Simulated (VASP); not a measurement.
Set up this calculation in VASP 6.6.1, as the native input.

| Item | Value |
| --- | --- |
| Task | single point |
| Functional | PBE |
| Potentials or basis | VASP PAW PBE potentials, release 64 (Rb_sv, H) |
| Cutoff | 520 eV |
| k mesh | 6 × 6 × 6 |
| Occupations | gaussian, width 0.1 eV |
| Spin | no spin polarisation |
| Dipole correction | no |
| Further INCAR settings | ALGO = Normal; EDIFF = 1e-06; NBANDS = 12 |

The structure of RbH2 lies in POSCAR:

```
RbH2
1.0
    1.7389251992      1.0039689319      5.2519989411
   -1.7389251992      1.0039689319      5.2519989411
    0.0000000000     -2.0079378637      5.2519989411
Rb H
1 2
Direct
    0.0000000000      0.0000000000      0.0000000000
    0.7500000000      0.7500000000      0.7500000000
    0.2500000000      0.2500000000      0.2500000000
```

One way to write it, as run:

INCAR

```
PREC = Accurate
ENCUT = 520
EDIFF = 1E-6
ISMEAR = 0
SIGMA = 0.1
LREAL = F
LASPH = T
NELM = 60
ALGO = Normal
ISIF = 2
LWAVE = F
LCHARG = F
GGA = PE
NBANDS = 12
```

KPOINTS

```
regular mesh
0
Gamma
  6 6 6
```

Potentials or basis: VASP PAW PBE potentials, release 64 (Rb_sv, H).

The run is started by

```console
$ cat potpaw_PBE.64/Rb_sv/POTCAR potpaw_PBE.64/H/POTCAR > POTCAR
$ mpirun -np 1 vasp_std > vasp.out
```

Results of the run:

```json
{
  "Pressure": "7.2 GPa",
  "Largest force": "0.516 eV/Å"
}
```

Run time: 19 s on 1 thread of Intel(R) Xeon(R) Platinum 8559C (Emerald Rapids), with other jobs on the host, peak memory 0.25 GiB.
